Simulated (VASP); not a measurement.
# HfN (F-43m) in VASP: further runs, part 2 of 2

VASP 6.6.1. The steps go on from the part before.

### Step 4. Single point, LDA

This run uses another cell than the first one, of 15.38 Å³/atom, 1.040 times its volume.

INCAR

```
SYSTEM = HfN
PREC     = Accurate       ! precision mode
ENCUT    = 520            ! plane-wave cutoff, eV
EDIFF    = 1E-6           ! SCF threshold, eV
ISMEAR   = 1              ! smearing method
SIGMA    = 0.1            ! smearing width, eV
LREAL    = .False.        ! projectors in reciprocal space
LASPH    = .True.         ! aspherical terms in the spheres
NELM     = 100            ! most SCF steps
ALGO     = Normal         ! electronic algorithm
ISIF     = 2              ! what is computed and relaxed
LWAVE    = .False.        ! write WAVECAR
LCHARG   = .True.         ! write CHGCAR
LELF     = .True.         ! ELF
LVHAR    = .True.       
NBANDS   = 14             ! bands
```

KPOINTS

```
Automatic mesh
0
Gamma
  10 10 10
  0 0 0
```

POSCAR

```
HfN
1.0
    0.0000000000      2.4871239677      2.4871239677
    2.4871239677      0.0000000000      2.4871239677
    2.4871239677      2.4871239677      0.0000000000
Hf N
1 1
Direct
    0.0000000000      0.0000000000      0.0000000000
    0.7500000000      0.7500000000      0.7500000000
```

Potentials or basis: VASP PAW LDA potentials, release 64 (Hf_pv, N).

Run with:

```console
$ cat potpaw_LDA.64/Hf_pv/POTCAR potpaw_LDA.64/N/POTCAR > POTCAR
$ mpirun -np 1 vasp_std > vasp.out
```

OUTCAR:

```text
SYSTEM = HfN
   PREC = Accurate
   ENCUT = 520
   EDIFF = 1E-6
   ISMEAR = 1
   LREAL = .False.
   LASPH = .True.
   NELM = 100
   ISIF = 2

 ion  position               nearest neighbor table
   1  0.000  0.000  0.000-   2 2.15   2 2.15   2 2.15   2 2.15
   2  0.750  0.750  0.750-   1 2.15   1 2.15   1 2.15   1 2.15

  LATTYP: Found a face centered cubic cell.
 ALAT       =     4.9742479354

  Lattice vectors:

 A1 = (   0.0000000000,   2.4871239677,   2.4871239677)
 A2 = (   2.4871239677,   0.0000000000,   2.4871239677)
 A3 = (   2.4871239677,   2.4871239677,   0.0000000000)

Analysis of symmetry for initial positions (statically):
=====================================================================
 Subroutine PRICEL returns:
 Original cell was already a primitive cell.

 Routine SETGRP: Setting up the symmetry group for a
 face centered cubic supercell.

 Subroutine GETGRP returns: Found 24 space group operations
 (whereof 24 operations were pure point group operations)
 out of a pool of 48 trial point group operations.

The static configuration has the point symmetry T_d .

Analysis of symmetry for dynamics (positions and initial velocities):
[... 179 lines left out ...]
     11      11.5508      0.00000
     12      11.5508      0.00000
     13      11.5508      0.00000
     14      16.4703      0.00000
[... 377 lines left out ...]
      1     -26.1390      2.00000
      2     -25.9319      2.00000
      3     -25.9195      2.00000
      4      -9.3025      2.00000
      5      -1.2549      2.00000
      6       1.1594      2.00000
      7       1.2278      2.00000
      8       4.5212      2.00000
      9       7.8630      0.00000
     10       8.4870      0.00000
     11      10.3944      0.00000
     12      10.7807      0.00000
     13      11.7095      0.00000
     14      15.9987      0.00000

 [... further k-points ...]

------------------------ aborting loop because EDIFF is reached ----------------------------------------

  FORCE on cell =-STRESS in cart. coord.  units (eV):
  Direction    XX          YY          ZZ          XY          YZ          ZX
  --------------------------------------------------------------------------------------
  -------------------------------------------------------------------------------------
  Total       -3.1277007     -3.1277007     -3.1277007      0.0000000      0.0000000      0.0000000
  in kB     -162.8596433   -162.8596433   -162.8596433      0.0000000      0.0000000      0.0000000
  external PRESSURE =    -162.8596433 kB  Pullay stress =       0.0000000 kB

 VOLUME and BASIS-vectors are now :
 -----------------------------------------------------------------------------
  energy-cutoff  :      520.00
  volume of cell :       30.77
      direct lattice vectors                 reciprocal lattice vectors
     0.000000000  2.487123968  2.487123968    -0.201035415  0.201035415  0.201035415
     2.487123968  0.000000000  2.487123968     0.201035415 -0.201035415  0.201035415
     2.487123968  2.487123968  0.000000000     0.201035415  0.201035415 -0.201035415

 POSITION                                       TOTAL-FORCE (eV/Angst)
 -----------------------------------------------------------------------------------
      0.00000      0.00000      0.00000         0.000000     -0.000000     -0.000000
      3.73069      3.73069      3.73069        -0.000000      0.000000      0.000000
 -----------------------------------------------------------------------------------
    total drift:                                0.000000      0.000000      0.000000

  FREE ENERGIE OF THE ION-ELECTRON SYSTEM (eV)
  ---------------------------------------------------
  free  energy   TOTEN  =       -22.9201091406 eV

  energy  without entropy=      -22.9199164865  energy(sigma->0) =      -22.92004492
```

stdout:

```text
POSCAR found type information on POSCAR HfN
 POSCAR found :  2 types and       2 ions
 scaLAPACK will be used
 LDA part: xc-table for (Slater(with rela. corr.)+CA(PZ))
 , standard interpolation
 POSCAR, INCAR and KPOINTS ok, starting setup
 FFT: planning ... GRIDC
 FFT: planning ... GRID_SOFT
 FFT: planning ... GRID
 WAVECAR not read
 entering main loop
```

Run time: 13 s. Hardware: 1 thread of Intel Xeon Platinum 8488C (Sapphire Rapids), shared host; peak memory 0.15 GiB.

Results:

```yaml
Free_energy: -22.9201 eV
Pressure: -16.3 GPa
```

Caveat: spin-orbit coupling is left out, which moves the levels of the heavy elements.

### Step 5. Single point, LDA

This run uses another cell than the first one, of 15.68 Å³/atom, 1.060 times its volume.

INCAR

```
SYSTEM = HfN
PREC = Accurate
ENCUT = 520
EDIFF = 1E-7
ISMEAR = 1
SIGMA = 0.1
LREAL = .False.
LASPH = .True.
NELM = 100
ALGO = Normal
ISIF = 2
LWAVE = .False.
LCHARG = .False.
NBANDS = 14
```

KPOINTS is that of step 4.

POSCAR

```
HfN
1.0
    0.0000000000      2.5029659487      2.5029659487
    2.5029659487      0.0000000000      2.5029659487
    2.5029659487      2.5029659487      0.0000000000
Hf N
1 1
Direct
    0.0000000000      0.0000000000      0.0000000000
    0.7500000000      0.7500000000      0.7500000000
```

Potentials or basis: VASP PAW LDA potentials, release 64 (Hf_pv, N).

Run with:

```console
$ cat potpaw_LDA.64/Hf_pv/POTCAR potpaw_LDA.64/N/POTCAR > POTCAR
$ mpirun -np 1 vasp_std > vasp.out
```

OUTCAR:

```text
SYSTEM = HfN
   PREC = Accurate
   ENCUT = 520
   EDIFF = 1E-7
   ISMEAR = 1
   LREAL = .False.
   LASPH = .True.
   NELM = 100
   ISIF = 2

 ion  position               nearest neighbor table
   1  0.000  0.000  0.000-   2 2.17   2 2.17   2 2.17   2 2.17
   2  0.750  0.750  0.750-   1 2.17   1 2.17   1 2.17   1 2.17

  LATTYP: Found a face centered cubic cell.
 ALAT       =     5.0059318974

  Lattice vectors:

 A1 = (   0.0000000000,   2.5029659487,   2.5029659487)
 A2 = (   2.5029659487,   0.0000000000,   2.5029659487)
 A3 = (   2.5029659487,   2.5029659487,   0.0000000000)

[... 586 lines left out ...]
     12      10.4974      0.00000
     13      11.3757      0.00000
     14      15.6943      0.00000

 [... further k-points ...]
[... 5 lines left out ...]
  --------------------------------------------------------------------------------------
  -------------------------------------------------------------------------------------
  Total       -3.7148590     -3.7148590     -3.7148590      0.0000000      0.0000000      0.0000000
  in kB     -189.7833436   -189.7833436   -189.7833436      0.0000000      0.0000000      0.0000000
  external PRESSURE =    -189.7833436 kB  Pullay stress =       0.0000000 kB

 VOLUME and BASIS-vectors are now :
 -----------------------------------------------------------------------------
  energy-cutoff  :      520.00
  volume of cell :       31.36
      direct lattice vectors                 reciprocal lattice vectors
     0.000000000  2.502965949  2.502965949    -0.199763005  0.199763005  0.199763005
     2.502965949  0.000000000  2.502965949     0.199763005 -0.199763005  0.199763005
     2.502965949  2.502965949  0.000000000     0.199763005  0.199763005 -0.199763005

 POSITION                                       TOTAL-FORCE (eV/Angst)
 -----------------------------------------------------------------------------------
      0.00000      0.00000      0.00000         0.000000      0.000000     -0.000000
      3.75445      3.75445      3.75445        -0.000000     -0.000000      0.000000
 -----------------------------------------------------------------------------------
    total drift:                                0.000000      0.000000      0.000000

  FREE ENERGIE OF THE ION-ELECTRON SYSTEM (eV)
  ---------------------------------------------------
  free  energy   TOTEN  =       -22.8552041247 eV

  energy  without entropy=      -22.8551285066  energy(sigma->0) =      -22.85517892
```

stdout:

```text
POSCAR found type information on POSCAR HfN
 POSCAR found :  2 types and       2 ions
 scaLAPACK will be used
 LDA part: xc-table for (Slater(with rela. corr.)+CA(PZ))
 , standard interpolation
 POSCAR, INCAR and KPOINTS ok, starting setup
 FFT: planning ... GRIDC
 FFT: planning ... GRID_SOFT
 FFT: planning ... GRID
 WAVECAR not read
 entering main loop
```

Wall time 16 s (1 thread of Intel Xeon Platinum 8488C (Sapphire Rapids), shared host); peak memory 0.15 GiB.

What came out:

| Quantity | Value |
| --- | --- |
| Free energy | -22.8552 eV |
| Pressure | -19.0 GPa |

Caveat: spin-orbit coupling is left out, which moves the levels of the heavy elements.

### Step 6. Summary

| cell | gap on the mesh (eV) | pressure (GPa) |
| --- | --- | --- |
| a = 3.472 Å, angles 60.0°, 2 atoms | none | -10.0 |
| a = 3.495 Å, angles 60.0°, 2 atoms | none | -13.3 |
| a = 3.517 Å, angles 60.0°, 2 atoms | none | -16.3 |
| a = 3.540 Å, angles 60.0°, 2 atoms | none | -19.0 |

Alike in all rows: task single point; level LDA; potentials or basis VASP PAW LDA potentials, release 64 (Hf_pv, N); no spin polarisation; k mesh 10 × 10 × 10; cutoff (eV) 520; smearing methfessel-paxton 0.1 eV.

Caveats: spin-orbit coupling is left out, which moves the levels of the heavy elements.

Absolute energies hang on the potentials; compare differences alone.
